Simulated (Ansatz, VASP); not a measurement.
# Two plane-wave programs on SiC

```
Si C
1.0
     1.51415   -5.22955    0.00000
     1.51415    5.22955    0.00000
     0.00000    0.00000    2.56092
Si C
2 2
Direct
  0.83793 0.16207 0.25000
  0.16207 0.83793 0.75000
  0.46110 0.53890 0.25000
  0.53890 0.46110 0.75000
```

Alike in both runs: functional PBE; k mesh 16 × 16 × 18; occupations gaussian, width 0.1 eV; no spin polarisation.

Ansatz relaxed the structure, and its values are those at the end. VASP's run is a single point on that final structure, the one shown.

|  | VASP | Ansatz |
| --- | --- | --- |
| version | VASP 6.6.1 | Ansatz 0.2.0 |
| potentials or method | VASP PAW PBE potentials, release 64 (Si, C), cutoff 520 eV | scalar-relativistic, plane waves, PAW |
| valence electrons in the cell | 16 | 16 |

```csv
,VASP,Ansatz,Ansatz less VASP
gap on the k mesh at the Fermi level (eV),none,none,-
pressure (GPa),0.1,0.0,-0.08
rms of the force components (eV/Å),0.010,0.000,-0.0100
```

A gap of «none» marks a metal or a gap that the smearing closes.
